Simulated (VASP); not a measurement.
# ZnS (F-43m) in VASP: further runs

Runs on ZnS. Level: PBEsol. Tasks: single point, relaxation of cell and atoms.

Program: VASP 6.6.1. These are calculated values, not measurements. Logs are shortened: lines on timing, memory, paths and dates and some standing lists are left out, and cuts for length are marked.

## (1) The cell of the first run

Symmetry: F-43m, No. 216, cubic system. The conventional cell has a = 5.359 Å, b = 5.359 Å, c = 5.359 Å, α = 90.00°, β = 90.00°, γ = 90.00°. Zn (site symmetry -43m) has 4 S at 2.32 Å within 3.1 Å. S (site symmetry -43m) has 4 Zn at 2.32 Å within 3.1 Å.

## (2) Single point, PBEsol

Contents of INCAR:

```
ALGO = Normal
EDIFF = 1E-6
ENCUT = 500
GGA = PS
GGA_COMPAT = False
ISIF = 2
ISMEAR = 0
LASPH = True
LCHARG = False
LREAL = False
LWAVE = False
NBANDS = 16
NELM = 120
PREC = Accurate
SIGMA = 0.1
```

Contents of KPOINTS:

```
k-points
0
Gamma
  6 6 6
```

Contents of POSCAR:

```
ZnS
1.0
    0.0000000000      2.6794138915      2.6794138915
    2.6794138915      0.0000000000      2.6794138915
    2.6794138915      2.6794138915      0.0000000000
Zn S
1 1
Direct
    0.0000000000      0.0000000000      0.0000000000
    0.2500000000      0.2500000000      0.2500000000
```

Potentials or basis: VASP PAW PBE potentials, release 64 (Zn, S).

On the command line:

```sh
$ cat potpaw_PBE.64/Zn/POTCAR potpaw_PBE.64/S/POTCAR > POTCAR
$ mpirun -np 1 vasp_std > vasp.out
```

OUTCAR:

```text
EDIFF = 1E-6
   ENCUT = 500
   GGA = PS
   ISIF = 2
   ISMEAR = 0
   LASPH = True
   LREAL = False
   NELM = 120
   PREC = Accurate

 ion  position               nearest neighbor table
   1  0.000  0.000  0.000-   2 2.32   2 2.32   2 2.32   2 2.32
   2  0.250  0.250  0.250-   1 2.32   1 2.32   1 2.32   1 2.32

  LATTYP: Found a face centered cubic cell.
 ALAT       =     5.3588277830

  Lattice vectors:

 A1 = (   0.0000000000,   2.6794138915,   2.6794138915)
 A2 = (   2.6794138915,   0.0000000000,   2.6794138915)
 A3 = (   2.6794138915,   2.6794138915,   0.0000000000)

Analysis of symmetry for initial positions (statically):
=====================================================================
 Subroutine PRICEL returns:
 Original cell was already a primitive cell.

 Routine SETGRP: Setting up the symmetry group for a
 face centered cubic supercell.

 Subroutine GETGRP returns: Found 24 space group operations
 (whereof 24 operations were pure point group operations)
 out of a pool of 48 trial point group operations.

The static configuration has the point symmetry T_d .

Analysis of symmetry for dynamics (positions and initial velocities):
=====================================================================
 Subroutine PRICEL returns:
 Original cell was already a primitive cell.

 Routine SETGRP: Setting up the symmetry group for a
 face centered cubic supercell.

 Subroutine GETGRP returns: Found 24 space group operations
 (whereof 24 operations were pure point group operations)
 out of a pool of 48 trial point group operations.

The dynamic configuration has the point symmetry T_d .

 Subroutine INISYM returns: Found 24 space group operations
 (whereof 24 operations are pure point group operations),
 and found     1 'primitive' translations

----------------------------------------------------------------------------------------

                                     Primitive cell

  volume of cell :      38.4724

  direct lattice vectors                    reciprocal lattice vectors
     0.000000000  2.679413891  2.679413891    -0.186607975  0.186607975  0.186607975
     2.679413891  0.000000000  2.679413891     0.186607975 -0.186607975  0.186607975
     2.679413891  2.679413891  0.000000000     0.186607975  0.186607975 -0.186607975

  length of vectors
     3.789263465  3.789263465  3.789263465     0.323214493  0.323214493  0.323214493

  position of ions in fractional coordinates (direct lattice)
     0.000000000  0.000000000  0.000000000
     0.250000000  0.250000000  0.250000000

  ion indices of the primitive-cell ions
   primitive index   ion index
                 1           1
                 2           2

----------------------------------------------------------------------------------------

 KPOINTS: k-points

Automatic generation of k-mesh.
 Grid dimensions read from file:
 generate k-points for:    6    6    6

 Generating k-lattice:

  Cartesian coordinates                     Fractional coordinates (reciprocal lattice)
    -0.031101329  0.031101329  0.031101329     0.166666667  0.000000000  0.000000000
     0.031101329 -0.031101329  0.031101329     0.000000000  0.166666667  0.000000000
     0.031101329  0.031101329 -0.031101329     0.000000000  0.000000000  0.166666667

  Length of vectors
     0.053869082  0.053869082  0.053869082

  Shift w.r.t. Gamma in fractional coordinates (k-lattice)
     0.000000000  0.000000000  0.000000000

 Subroutine IBZKPT returns following result:
 ===========================================

 Found     16 irreducible k-points:

 Following reciprocal coordinates:
            Coordinates               Weight
  0.000000  0.000000  0.000000      1.000000
  0.166667  0.000000  0.000000      8.000000
  0.333333  0.000000  0.000000      8.000000
  0.500000  0.000000  0.000000      4.000000
  0.166667  0.166667  0.000000      6.000000
  0.333333  0.166667  0.000000     24.000000
[... 8 lines left out ...]
 -0.333333  0.333333  0.166667     24.000000
 -0.333333  0.500000  0.166667     12.000000
   k-points           NKPTS =     16   k-points in BZ     NKDIM =     16   number of bands    NBANDS=     16
   number of dos      NEDOS =    301   number of ions     NIONS =      2
   total plane-waves  NPLWV =  21952
   dimension x,y,z NGX =    28 NGY =   28 NGZ =   28
   dimension x,y,z NGXF=    56 NGYF=   56 NGZF=   56
   ions per type =               1   1
   NGX,Y,Z   is equivalent  to a cutoff of  12.28, 12.28, 12.28 a.u.
   NGXF,Y,Z  is equivalent  to a cutoff of  24.57, 24.57, 24.57 a.u.
 SYSTEM =  unknown system
   PREC   = accura    normal or accurate (medium, high low for compatibility)
   ISTART =      0    job   : 0-new  1-cont  2-samecut
   ICHARG =      2    charge: 1-file 2-atom 10-const
   ISPIN  =      1    spin polarized calculation?
   LNONCOLLINEAR =      F non collinear calculations
   LSORBIT =      F    spin-orbit coupling
   LASPH  =      T    aspherical Exc in radial PAW
[... 122 lines left out ...]
      4      -4.0676      2.00000
      5      -3.7178      2.00000
      6      -3.6577      2.00000
[... 8 lines left out ...]
     15      14.8192      0.00000
     16      16.1711      0.00000

 k-point     7 :       0.5000    0.1667    0.0000
  band No.  band energies     occupation
      1     -10.0132      2.00000
      2      -4.1166      2.00000
      3      -4.0461      2.00000
      4      -3.8188      2.00000
      5      -3.6572      2.00000
      6      -3.5384      2.00000
[... 8 lines left out ...]
     15      15.7499      0.00000
     16      16.2414      0.00000

 k-point     8 :      -0.3333    0.1667    0.0000
  band No.  band energies     occupation
      1     -10.1099      2.00000
      2      -4.1020      2.00000
      3      -4.0707      2.00000
      4      -3.9041      2.00000
      5      -3.6991      2.00000
      6      -3.6300      2.00000
[... 8 lines left out ...]
     15      15.2506      0.00000
     16      16.4097      0.00000

 k-point     9 :      -0.1667    0.1667    0.0000
  band No.  band energies     occupation
      1     -10.5541      2.00000
      2      -4.1932      2.00000
      3      -4.1403      2.00000
      4      -4.1254      2.00000
      5      -3.7187      2.00000
      6      -3.6696      2.00000
[... 8 lines left out ...]
     15      14.2135      0.00000
     16      16.6003      0.00000

 k-point    10 :       0.3333    0.3333    0.0000
  band No.  band energies     occupation
      1     -10.1369      2.00000
      2      -4.3023      2.00000
      3      -3.9745      2.00000
      4      -3.9745      2.00000
      5      -3.7121      2.00000
      6      -3.6345      2.00000
[... 8 lines left out ...]
     15      15.3258      0.00000
     16      19.4361      0.00000

 k-point    11 :       0.5000    0.3333    0.0000
  band No.  band energies     occupation
      1      -9.8467      2.00000
      2      -4.2139      2.00000
      3      -3.9227      2.00000
      4      -3.8839      2.00000
      5      -3.6358      2.00000
      6      -3.5092      2.00000
[... 8 lines left out ...]
     15      15.9546      0.00000
     16      17.2235      0.00000

 k-point    12 :      -0.3333    0.3333    0.0000
  band No.  band energies     occupation
      1      -9.8366      2.00000
      2      -4.1221      2.00000
      3      -3.9679      2.00000
      4      -3.7611      2.00000
      5      -3.6801      2.00000
      6      -3.4099      2.00000
[... 8 lines left out ...]
     15      13.9193      0.00000
     16      18.8315      0.00000

 k-point    13 :       0.5000    0.5000    0.0000
  band No.  band energies     occupation
      1      -9.7521      2.00000
      2      -4.2889      2.00000
      3      -3.8606      2.00000
      4      -3.8606      2.00000
      5      -3.6142      2.00000
      6      -3.4713      2.00000
[... 8 lines left out ...]
     15      16.0225      0.00000
     16      16.8375      0.00000

 k-point    14 :       0.5000    0.3333    0.1667
  band No.  band energies     occupation
      1     -10.0323      2.00000
      2      -4.1450      2.00000
      3      -4.0386      2.00000
      4      -3.9196      2.00000
      5      -3.6730      2.00000
      6      -3.6199      2.00000
[... 8 lines left out ...]
     15      16.2660      0.00000
     16      16.9051      0.00000

 k-point    15 :      -0.3333    0.3333    0.1667
  band No.  band energies     occupation
      1      -9.8365      2.00000
      2      -4.0940      2.00000
      3      -3.9938      2.00000
      4      -3.7561      2.00000
      5      -3.7092      2.00000
      6      -3.3652      2.00000
[... 8 lines left out ...]
     15      16.0133      0.00000
     16      16.7690      0.00000

 k-point    16 :      -0.3333    0.5000    0.1667
  band No.  band energies     occupation
      1      -9.7472      2.00000
      2      -4.1492      2.00000
      3      -3.9128      2.00000
      4      -3.8239      2.00000
      5      -3.6721      2.00000
      6      -3.3168      2.00000
[... 8 lines left out ...]
     15      16.2471      0.00000
     16      17.1226      0.00000

------------------------ aborting loop because EDIFF is reached ----------------------------------------

  FORCE on cell =-STRESS in cart. coord.  units (eV):
  Direction    XX          YY          ZZ          XY          YZ          ZX
  --------------------------------------------------------------------------------------
  -------------------------------------------------------------------------------------
  Total        0.0235603      0.0235603      0.0235603     -0.0000000      0.0000000      0.0000000
  in kB        0.9811644      0.9811644      0.9811644     -0.0000000      0.0000000      0.0000000
  external PRESSURE =       0.9811644 kB  Pullay stress =       0.0000000 kB

 VOLUME and BASIS-vectors are now :
 -----------------------------------------------------------------------------
  energy-cutoff  :      500.00
  volume of cell :       38.47
      direct lattice vectors                 reciprocal lattice vectors
     0.000000000  2.679413891  2.679413891    -0.186607975  0.186607975  0.186607975
     2.679413891  0.000000000  2.679413891     0.186607975 -0.186607975  0.186607975
     2.679413891  2.679413891  0.000000000     0.186607975  0.186607975 -0.186607975

 POSITION                                       TOTAL-FORCE (eV/Angst)
 -----------------------------------------------------------------------------------
      0.00000      0.00000      0.00000         0.000000      0.000000      0.000000
      1.33971      1.33971      1.33971        -0.000000     -0.000000     -0.000000
 -----------------------------------------------------------------------------------
    total drift:                                0.000001      0.000001      0.000001

  FREE ENERGIE OF THE ION-ELECTRON SYSTEM (eV)
  ---------------------------------------------------
  free  energy   TOTEN  =        -7.5851194643 eV

  energy  without entropy=       -7.5851194643  energy(sigma->0) =       -7.58511946
```

Wall time 4.7 s (1 thread of Intel Xeon 6975P-C (Granite Rapids), shared host); peak memory 0.15 GiB.

What came out:

- Free energy: -7.5851 eV
- Pressure: 0.1 GPa
- Band gap on the k mesh: 2.09 eV, direct

Caveat: the PAW data sets were made with another functional, which shifts forces and pressure a little.

## (3) Single point, PBEsol

This run uses another cell than the first one, of 24.41 Å³/atom, 1.269 times its volume.

Contents of INCAR:

```
SYSTEM = ZnS
PREC     = Accurate       ! precision mode
ENCUT    = 500            ! plane-wave cutoff, eV
EDIFF    = 1E-6           ! SCF threshold, eV
ISMEAR   = 0              ! smearing method
SIGMA    = 0.1            ! smearing width, eV
LREAL    = .False.        ! projectors in reciprocal space
LASPH    = .True.         ! aspherical terms in the spheres
NELM     = 120            ! most SCF steps
ALGO     = Normal         ! electronic algorithm
ISIF     = 2              ! what is computed and relaxed
LWAVE    = .False.        ! write WAVECAR
LCHARG   = .False.        ! write CHGCAR
GGA      = PS             ! functional
NBANDS   = 16             ! bands
GGA_COMPAT= .False.
```

Contents of KPOINTS:

```
Automatic mesh
0
Gamma
  6 6 6
  0 0 0
```

Contents of POSCAR:

```
ZnS
1.0
    0.0000000000      2.9006823231      2.9006823231
    2.9006823231      0.0000000000      2.9006823231
    2.9006823231      2.9006823231      0.0000000000
Zn S
1 1
Direct
    0.0000000000      0.0000000000      0.0000000000
    0.2500000000      0.2500000000      0.2500000000
```

Potentials or basis: VASP PAW PBE potentials, release 64 (Zn, S).

On the command line:

```sh
$ cat potpaw_PBE.64/Zn/POTCAR potpaw_PBE.64/S/POTCAR > POTCAR
$ mpirun -np 1 vasp_std > vasp.out
```

Run time: 6.5 s. Hardware: 1 thread of Intel Xeon 6975P-C (Granite Rapids), shared host; peak memory 0.16 GiB.

The run converged. Its results:

```yaml
Free_energy: -7.1496 eV
Pressure: -11.0 GPa
Band_gap_on_the_k_mesh: 1.12 eV, direct
```

Levels at points of the mesh, in eV from the valence-band top:
| k point | band 6 | band 7 | band 8 | band 9 | band 10 | band 11 | band 12 | band 13 |
| --- | --- | --- | --- | --- | --- | --- | --- | --- |
| (0.00, 0.00, 0.00) | -5.47 | 0.00 | 0.00 | 0.00 | 1.12 | 6.35 | 6.35 | 6.35 |
| (0.50, 0.00, 0.00) | -5.34 | -4.12 | -0.61 | -0.61 | 2.74 | 6.84 | 6.84 | 7.83 |
| (0.50, 0.50, 0.00) | -5.33 | -3.81 | -1.58 | -1.58 | 3.64 | 3.81 | 9.53 | 10.45 |

Caveat: the PAW data sets were made with another functional, which shifts forces and pressure a little.

## (4) Single point, PBEsol

Contents of INCAR:

```
PREC = Accurate
ENCUT = 500
EDIFF = 1E-6
ISMEAR = 0
SIGMA = 0.02
LREAL = F
LASPH = T
NELM = 120
ALGO = Normal
ISIF = 2
LWAVE = F
LCHARG = F
GGA = PS
NBANDS = 16
GGA_COMPAT = F
```

Contents of KPOINTS:

```
regular mesh
0
Gamma
  10 10 10
```

Contents of POSCAR:

```
ZnS
1.0
    0.0000000000      2.6787437526      2.6787437526
    2.6787437526      0.0000000000      2.6787437526
    2.6787437526      2.6787437526      0.0000000000
Zn S
1 1
Direct
    0.0000000000      0.0000000000      0.0000000000
    0.2500000000      0.2500000000      0.2500000000
```

On the command line:

```sh
$ cat potpaw_PBE.64/Zn/POTCAR potpaw_PBE.64/S/POTCAR > POTCAR
$ mpirun -np 1 vasp_std > vasp.out
```

It took 11 s on 1 thread of Intel Xeon 6975P-C (Granite Rapids), shared host; peak memory 0.16 GiB.

Results (log left out):

* Free energy: -7.5887 eV
* Pressure: 0.1 GPa
* Band gap on the k mesh: 2.09 eV, direct

Levels at points of the mesh, in eV from the valence-band top:
| k point | band 5 | band 6 | band 7 | band 8 | band 9 | band 10 | band 11 | band 12 | band 13 | band 14 |
| --- | --- | --- | --- | --- | --- | --- | --- | --- | --- | --- |
| (0.00, 0.00, 0.00) | -5.95 | -5.95 | 0.00 | 0.00 | 0.00 | 2.09 | 6.29 | 6.29 | 6.29 | 11.77 |
| (0.50, 0.00, 0.00) | -5.92 | -5.74 | -5.53 | -0.92 | -0.92 | 3.24 | 6.82 | 6.82 | 8.79 | 12.08 |
| (0.50, 0.50, 0.00) | -5.87 | -5.73 | -4.71 | -2.35 | -2.35 | 3.18 | 3.96 | 11.02 | 12.06 | 12.06 |

Caveat: the PAW data sets were made with another functional, which shifts forces and pressure a little. A hybrid or GW would open this gap; PBEsol tends to underestimate it.

## (5) Single point, PBEsol

Contents of INCAR:

```
SYSTEM = ZnS
  PREC = Accurate
  ENCUT = 500
  EDIFF = 1E-6
  ISMEAR = 0
  SIGMA = 0.02
  LREAL = .FALSE.
  LASPH = .TRUE.
  NELM = 120
  ALGO = Normal
  ISIF = 2
  LWAVE = .FALSE.
  LCHARG = .TRUE.
  GGA = PS
  LELF = .TRUE.
  LVHAR = .TRUE.
  NBANDS = 16
  GGA_COMPAT = .FALSE.
```

Contents of KPOINTS:

```
Automatic mesh
0
G
  10 10 10
  0 0 0
```

POSCAR is that of step 4.

On the command line:

```sh
$ cat potpaw_PBE.64/Zn/POTCAR potpaw_PBE.64/S/POTCAR > POTCAR
$ mpirun -np 1 vasp_std > vasp.out
```

Wall time 11 s (1 thread of Intel Xeon 6975P-C (Granite Rapids), shared host); peak memory 0.16 GiB.

It converged, with:

```
Free energy            : -7.5887 eV
Pressure               : 0.1 GPa
Band gap on the k mesh : 2.09 eV, direct
```

Levels at points of the mesh, in eV from the valence-band top:
```
           k point  band 6  band 7  band 8  band 9  band 10  band 11  band 12  band 13
(0.00, 0.00, 0.00)   -5.95    0.00    0.00    0.00     2.09     6.29     6.29     6.29
(0.50, 0.00, 0.00)   -5.74   -5.53   -0.92   -0.92     3.24     6.82     6.82     8.79
(0.50, 0.50, 0.00)   -5.73   -4.71   -2.35   -2.35     3.18     3.96    11.02    12.06
```

Caveat: the PAW data sets were made with another functional, which shifts forces and pressure a little. PBEsol gaps usually lie below the measured ones, often by a third to a half.

## (6) Relaxation of cell and atoms, PBEsol

This run uses another cell than the first one, of 24.41 Å³/atom, 1.269 times its volume.

Contents of INCAR:

```
SYSTEM = ZnS
PREC     = Accurate       ! precision mode
ENCUT    = 500            ! plane-wave cutoff, eV
EDIFF    = 1E-7           ! SCF threshold, eV
ISMEAR   = 0              ! smearing method
SIGMA    = 0.1            ! smearing width, eV
LREAL    = .False.        ! projectors in reciprocal space
LASPH    = .True.         ! aspherical terms in the spheres
NELM     = 120            ! most SCF steps
ALGO     = Normal         ! electronic algorithm
ISIF     = 3              ! what is computed and relaxed
LWAVE    = .False.        ! write WAVECAR
LCHARG   = .False.        ! write CHGCAR
GGA      = PS             ! functional
IBRION   = 2              ! ionic algorithm
NSW      = 80             ! ionic steps
EDIFFG   = -0.05          ! ionic threshold
GGA_COMPAT= .False.      
NELMIN   = 4
```

Contents of KPOINTS:

```
regular mesh
0
Gamma
  6 6 6
  0 0 0
```

Contents of POSCAR:

```
ZnS
1.0
    0.0000000000      2.9006823231      2.9006823231
    2.9006823231      0.0000000000      2.9006823231
    2.9006823231      2.9006823231      0.0000000000
Zn S
1 1
Direct
    0.0000000000      0.0000000000      0.0000000000
    0.2500000000      0.2500000000      0.2500000000
```

Potentials or basis: VASP PAW PBE potentials, release 64 (Zn, S).

On the command line:

```sh
$ cat potpaw_PBE.64/Zn/POTCAR potpaw_PBE.64/S/POTCAR > POTCAR
$ mpirun -np 1 vasp_std > vasp.out
```

It took 15 s on 1 thread of Intel Xeon 6975P-C (Granite Rapids), shared host; peak memory 0.17 GiB.

It converged, with:

| Quantity | Value |
| --- | --- |
| Free energy | -7.5872 eV |
| Relaxed volume | 19.25 Å³/atom |
| Relaxed cell | a = 3.790 Å, b = 3.790 Å, c = 3.790 Å, α = 60.00°, β = 60.00°, γ = 60.00° |
| Space group after relaxing (to 0.05 Å) | F-43m (No. 216) |
| Energy gained by relaxing | 218.8 meV/atom |
| Ionic steps | 3 |
| Pressure after relaxing | 0.0 GPa |
| Band gap on the k mesh | 2.08 eV, direct |

The path:
| step | energy change (eV) | largest force (eV/Å) | pressure (GPa) | volume (Å³) |
| --- | --- | --- | --- | --- |
| 1 | 0.0000 | 0.0000 | -11.00 | 48.81 |
| 2 | -0.4350 | 0.0000 | 1.31 | 37.91 |
| 3 | -0.4375 | 0.0000 | 0.04 | 38.51 |

Final structure:
```
Zn S
1.0
     0.00000    2.68025    2.68025
     2.68025    0.00000    2.68025
     2.68025    2.68025    0.00000
Zn S
1 1
Direct
  0.00000 0.00000 0.00000
  0.25000 0.25000 0.25000
```

Levels at points of the mesh, in eV from the valence-band top:
```csv
k point,band 6,band 7,band 8,band 9,band 10,band 11,band 12,band 13
"(0.00, 0.00, 0.00)",-5.95,0.00,0.00,0.00,2.08,6.29,6.29,6.29
"(0.50, 0.00, 0.00)",-5.74,-5.52,-0.91,-0.91,3.24,6.82,6.82,8.79
"(0.50, 0.50, 0.00)",-5.72,-4.71,-2.34,-2.34,3.18,3.96,11.00,12.04
```

Caveat: the volume moved by over 15 % at a fixed basis, so the end points are rough; the PAW data sets were made with another functional, which shifts forces and pressure a little.

## (7) The runs side by side

```csv
task,cell,k mesh,smearing,gap on the mesh (eV),pressure (GPa)
single point,"a = 3.789 Å, angles 60.0°, 2 atoms",6 × 6 × 6,gaussian 0.1 eV,2.09,0.1
single point,"a = 4.102 Å, angles 60.0°, 2 atoms",6 × 6 × 6,gaussian 0.1 eV,1.12,-11.0
single point,"a = 3.788 Å, angles 60.0°, 2 atoms",10 × 10 × 10,gaussian 0.02 eV,2.09,0.1
relaxation of cell and atoms,"relaxed from a = 4.102 Å, angles 60.0°, 2 atoms",6 × 6 × 6,gaussian 0.1 eV,2.08,0.0
```

Alike in all rows: level PBEsol; potentials or basis VASP PAW PBE potentials, release 64 (Zn, S); no spin polarisation; cutoff (eV) 500.

Caveats: the PAW data sets were made with another functional, which shifts forces and pressure a little; the volume moved by over 15 % at a fixed basis, so the end points are rough (some runs).

Total energies depend on the potentials used, so only differences within one code and one set of settings carry meaning.
